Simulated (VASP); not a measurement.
# Te3Ru (P4/mmm) in VASP: a series of runs

Te3Ru is run at these levels: PBE; tasks: relaxation of cell and atoms, single point.

Program: VASP 6.6.1. These are calculated values, not measurements. Logs are shortened: lines on timing, memory, paths and dates and some standing lists are left out, and cuts for length are marked.

## Step 1: The cell of the first run

The structure is tetragonal, space group P4/mmm (No. 123). Conventional cell: a = 3.151 Å, b = 3.151 Å, c = 10.773 Å, α = 90.00°, β = 90.00°, γ = 90.00°. Within 3.3 Å of Te (site symmetry 4mm) lie 1 Ru at 2.52 Å and 4 Te at 3.15 Å. Te (site symmetry 4/mmm) has 12 Te at 3.15 to 3.63 Å within 4.1 Å. Ru (site symmetry 4/mmm) has 2 Te at 2.52 Å and 4 Ru at 3.15 Å within 3.3 Å.

The cell was generated, and may not be a known phase.

## Step 2: Relaxation of cell and atoms, PBE

The input, INCAR:

```
SYSTEM = Te3Ru
PREC = Accurate ; ENCUT = 600
EDIFF = 1E-6 ; ISMEAR = 0
SIGMA = 0.1 ; LREAL = .False.
LASPH = .True. ; NELM = 100
ALGO = Normal ; ISIF = 3
LWAVE = .False. ; LCHARG = .False.
GGA = PE ; IBRION = 2
NSW = 90 ; EDIFFG = -0.04
```

The input, KPOINTS:

```
regular mesh
0
Gamma
  6 6 2
  0 0 0
```

The input, POSCAR:

```
Te3Ru
1.0
    3.1506870904      0.0000000000      0.0000000000
    0.0000000000      3.1506870904      0.0000000000
    0.0000000000      0.0000000000     10.7729515465
Te Ru
3 1
Direct
    0.5000000000      0.5000000000      0.2662141819
    0.5000000000      0.5000000000      0.7337858181
    0.0000000000      0.0000000000      0.0000000000
    0.5000000000      0.5000000000      0.5000000000
```

Potentials or basis: VASP PAW PBE potentials, release 64 (Te, Ru_pv).

Run with:

```
> cat potpaw_PBE.64/Te/POTCAR potpaw_PBE.64/Ru_pv/POTCAR > POTCAR
> mpirun -np 1 vasp_std > vasp.out
```

OUTCAR:

```text
SYSTEM = Te3Ru
   PREC = Accurate
   ENCUT = 600
   EDIFF = 1E-6
   ISMEAR = 0
   LREAL = .False.
   LASPH = .True.
   NELM = 100
   ISIF = 3
   GGA = PE
   IBRION = 2
   NSW = 90
   EDIFFG = -0.04

 ion  position               nearest neighbor table
   1  0.500  0.500  0.266-   4 2.52   3 3.63   3 3.63   3 3.63   3 3.63
   2  0.500  0.500  0.734-   4 2.52   3 3.63   3 3.63   3 3.63   3 3.63
   3  0.000  0.000  0.000-   1 3.63   2 3.63   1 3.63   2 3.63   1 3.63   2 3.63   1 3.63   2 3.63

   4  0.500  0.500  0.500-   1 2.52   2 2.52

  LATTYP: Found a simple tetragonal cell.
 ALAT       =     3.1506870904
 C/A-ratio  =     3.4192388001

  Lattice vectors:

 A1 = (   3.1506870904,   0.0000000000,   0.0000000000)
 A2 = (   0.0000000000,   3.1506870904,   0.0000000000)
 A3 = (   0.0000000000,   0.0000000000,  10.7729515465)

Analysis of symmetry for initial positions (statically):
=====================================================================
 Subroutine PRICEL returns:
 Original cell was already a primitive cell.

 Routine SETGRP: Setting up the symmetry group for a
 simple tetragonal supercell.

 Subroutine GETGRP returns: Found 16 space group operations
 (whereof 16 operations were pure point group operations)
 out of a pool of 16 trial point group operations.

The static configuration has the point symmetry D_4h.

Analysis of symmetry for dynamics (positions and initial velocities):
=====================================================================
 Subroutine PRICEL returns:
 Original cell was already a primitive cell.

 Routine SETGRP: Setting up the symmetry group for a
 simple tetragonal supercell.

 Subroutine GETGRP returns: Found 16 space group operations
 (whereof 16 operations were pure point group operations)
 out of a pool of 16 trial point group operations.

The dynamic configuration has the point symmetry D_4h.

 Subroutine INISYM returns: Found 16 space group operations
 (whereof 16 operations are pure point group operations),
 and found     1 'primitive' translations

----------------------------------------------------------------------------------------

                                     Primitive cell

  volume of cell :     106.9412

  direct lattice vectors                    reciprocal lattice vectors
     3.150687090  0.000000000  0.000000000     0.317391087  0.000000000  0.000000000
     0.000000000  3.150687090  0.000000000     0.000000000  0.317391087  0.000000000
     0.000000000  0.000000000 10.772951546     0.000000000  0.000000000  0.092825072

  length of vectors
[... 98 lines left out ...]
   IALGO  =     38    algorithm
   IMIX   =      4    mixing-type and parameters
     AMIX     =   0.40;   BMIX     =  1.00
     AMIX_MAG =   1.60;   BMIX_MAG =  1.00
  volume/ion in A,a.u.               =      26.74       180.42
  Fermi-wavevector in a.u.,A,eV,Ry     =   1.094989  2.069229 16.313396  1.199001
  Thomas-Fermi vector in A             =   2.231304
   LORBIT       =      0    0 simple, 1 ext, 2 COOP (PROOUT), +10 PAW based schemes
   GGA     = PE    functional components
   LHFCALC =     F    Hartree Fock is set to
   AEXX    =    0.0000 exact exchange contribution
   IVDW    =     0    specifies the selected vdW correction
   LEPSILON=     F    determine dielectric tensor
   LRPA    =     F    only Hartree local field effects (RPA)
 conjugate gradient relaxation of ions
 non-spin polarized calculation
 Gauss-broadening in eV      SIGMA  =   0.10
  energy-cutoff  :      600.00
  volume of cell :      106.94
 maximum number of plane-waves:      3604
 NGX is ok and might be reduce to    28
   NGX = 13   NGY = 13   NGZ = 43

--------------------------------------- Ionic step        1  -------------------------------------------

 number of electron      31.9999999 magnetization

 Free energy of the ion-electron system (eV)
  ---------------------------------------------------
  ext. energy  EPLUGINS =         0.00000000
  ---------------------------------------------------
  free energy    TOTEN  =       -15.99971362 eV

  energy without entropy =      -15.96877817  energy(sigma->0) =      -15.98424589

------------------------ aborting loop because EDIFF is reached ----------------------------------------

  FORCE on cell =-STRESS in cart. coord.  units (eV):
  Direction    XX          YY          ZZ          XY          YZ          ZX
  --------------------------------------------------------------------------------------
  -------------------------------------------------------------------------------------
  Total       -2.3817504     -2.3817504      2.7574698      0.0000000      0.0000000      0.0000000
  in kB      -35.6830177    -35.6830177     41.3119881      0.0000000      0.0000000      0.0000000
  external PRESSURE =     -10.0180157 kB  Pullay stress =       0.0000000 kB
[... 95 lines left out ...]
  FREE ENERGIE OF THE ION-ELECTRON SYSTEM (eV)
  ---------------------------------------------------
  free  energy   TOTEN  =       -16.1724954307 eV

  energy  without entropy=      -16.1343894751  energy(sigma->0) =      -16.15344245

 E-fermi :   7.8287     XC(G=0): -10.2804

 val. band max:        7.8218622722   @ k =   0.5000   0.3333   0.0000
 cond. band min:       7.8304976689   @ k =   0.3333   0.3333   0.5000
 fundamental gap:      0.0086353967
 Fermi energy:         7.8286703445

 k-point     1 :       0.0000    0.0000    0.0000
  band No.  band energies     occupation
      1     -34.1404      2.00000
      2     -34.0829      2.00000
      3     -34.0829      2.00000
      4      -6.4183      2.00000
      5      -6.1061      2.00000
      6      -5.6549      2.00000
[... 449 lines left out ...]
     19      10.3585      0.00000
     20      10.9388      0.00000

[... ionic steps 4 to 17 ...]

--------------------------------------- Ionic step       18  -------------------------------------------

 number of electron      32.0000002 magnetization

------------------------ aborting loop because EDIFF is reached ----------------------------------------
[... 71 lines left out ...]
--------------------------------------- Ionic step       20  -------------------------------------------

 number of electron      32.0000002 magnetization

 Free energy of the ion-electron system (eV)
  ---------------------------------------------------
  ext. energy  EPLUGINS =         0.00000000
  ---------------------------------------------------
  free energy    TOTEN  =       -16.63133946 eV

  energy without entropy =      -16.59867877  energy(sigma->0) =      -16.61500912

 E-fermi :   5.6782     XC(G=0):  -9.1648

 val. band max:        5.6768275461   @ k =   0.3333   0.3333   0.0000
 cond. band min:       5.6856490817   @ k =   0.1667   0.1667   0.5000
 fundamental gap:      0.0088215356
 Fermi energy:         5.6781581329

 k-point     1 :       0.0000    0.0000    0.0000
  band No.  band energies     occupation
      1     -36.3232      2.00000
      2     -36.2161      2.00000
      3     -36.2161      2.00000
      4      -8.0448      2.00000
      5      -7.8478      2.00000
      6      -7.5879      2.00000
[... 480 lines left out ...]
  FREE ENERGIE OF THE ION-ELECTRON SYSTEM (eV)
  ---------------------------------------------------
  free  energy   TOTEN  =       -16.6313394640 eV

  energy  without entropy=      -16.5986787740  energy(sigma->0) =      -16.61500912

 reached required accuracy - stopping structural energy minimisation
```

OSZICAR:

```text
N       E                     dE             d eps       ncg     rms          rms(c)
DAV:   1     0.186707277477E+03    0.18671E+03   -0.16723E+04   960   0.156E+03
DAV:   2    -0.570181903524E+01   -0.19241E+03   -0.18614E+03   916   0.297E+02
DAV:   3    -0.162006550247E+02   -0.10499E+02   -0.98570E+01  1000   0.586E+01
DAV:   4    -0.165047431983E+02   -0.30409E+00   -0.30033E+00   904   0.976E+00
[... 264 lines left out ...]
DAV:   3    -0.166313460111E+02    0.93047E-03   -0.68869E-04   888   0.164E-01    0.240E-02
DAV:   4    -0.166313446050E+02    0.14061E-05   -0.69477E-05   936   0.375E-02    0.147E-02
DAV:   5    -0.166313410445E+02    0.35606E-05   -0.16375E-05   920   0.257E-02    0.638E-03
DAV:   6    -0.166313400094E+02    0.10351E-05   -0.11608E-06   456   0.582E-03    0.333E-03
DAV:   7    -0.166313394640E+02    0.54531E-06   -0.32137E-07   408   0.360E-03
  20 F= -.16631339E+02 E0= -.16615009E+02  d E =-.161010E-03
```

It took 11 min on 1 thread of Intel Xeon Platinum 8488C (Sapphire Rapids), shared host; peak memory 0.29 GiB.

Results:

```yaml
Free_energy: -16.6313 eV
Relaxed_volume: 31.45 Å³/atom
Relaxed_cell: a = 3.010 Å, b = 3.010 Å, c = 13.889 Å, α = 90.00°, β = 90.00°, γ = 90.00°
Space_group_after_relaxing_to_0.1_Å: P4/mmm (No. 123)
Energy_gained_by_relaxing: 157.9 meV/atom
Ionic_steps: 20
Pressure_after_relaxing: 0.0 GPa
Largest_force_after_relaxing: 0.032 eV/Å
Band_gap_on_the_k_mesh: zero (bands 16 and 17 overlap by 3.29 eV)
```

Forces on the atoms (eV/Å):
```
Te   0.000  0.000 -0.032
Te   0.000  0.000  0.032
Te   0.000  0.000  0.000
Ru   0.000  0.000  0.000
```

The path:
```csv
step,energy change (eV),largest force (eV/Å),pressure (GPa),volume (Å³)
1,0.0000,0.0035,-1.00,106.94
2,-0.1598,0.7769,-0.65,104.24
3,-0.1728,0.9021,-0.28,103.42
4,-0.1744,0.9582,-0.03,103.05
5,-0.2681,0.9211,1.63,101.94
6,-0.2226,0.2190,8.71,98.39
7,-0.3342,0.6713,3.94,100.59
8,-0.3778,0.6171,3.54,101.54
9,-0.4806,0.4674,2.62,104.39
10,-0.5742,0.1642,1.58,110.19
11,-0.5989,0.6809,2.07,122.17
12,-0.5976,0.3846,-1.89,131.84
13,-0.6276,0.1717,-0.31,126.40
14,-0.6278,0.1480,-0.25,126.58
15,-0.6209,0.1340,-1.10,129.20
16,-0.6278,0.1128,-0.37,126.91
17,-0.6315,0.0470,0.04,125.72
18,-0.6315,0.0477,0.05,125.75
19,-0.6315,0.0492,0.04,125.77
20,-0.6316,0.0316,-0.02,125.81
```

Final structure:
```
Te Ru
1.0
     3.00963    0.00000    0.00000
     0.00000    3.00963    0.00000
     0.00000    0.00000   13.88921
Te Ru
3 1
Direct
  0.50000 0.50000 0.31684
  0.50000 0.50000 0.68316
  0.00000 0.00000 0.00000
  0.50000 0.50000 0.50000
```

Levels at points of the mesh, in eV from the Fermi level:
```
           k point  band 14  band 15  band 16  band 17  band 18  band 19
(0.00, 0.00, 0.00)     0.69     1.96     2.71     2.71     3.04     3.04
(0.50, 0.00, 0.00)    -1.25    -0.36    -0.21     1.36     2.00     4.62
(0.50, 0.50, 0.00)    -2.36    -1.00    -1.00     0.23     0.77     1.51
(0.00, 0.00, 0.50)     0.69     2.59     2.72     3.03     3.03     3.31
(0.50, 0.00, 0.50)    -1.32    -0.36    -0.21     1.41     1.95     4.14
(0.50, 0.50, 0.50)    -2.36    -1.00    -1.00     0.22     0.77     2.78
```

Caveat: the volume moved by over 15 % at a fixed basis, so the end points are rough; spin-orbit coupling is left out, which moves the levels of the heavy elements; this functional lacks dispersion, which binds layers or chains, so the pressure and a relaxed spacing across them are unreliable.

(Continued in part 2 of 2.)

The gap in the log of VASP goes by the Fermi energy; the results here count the filled bands.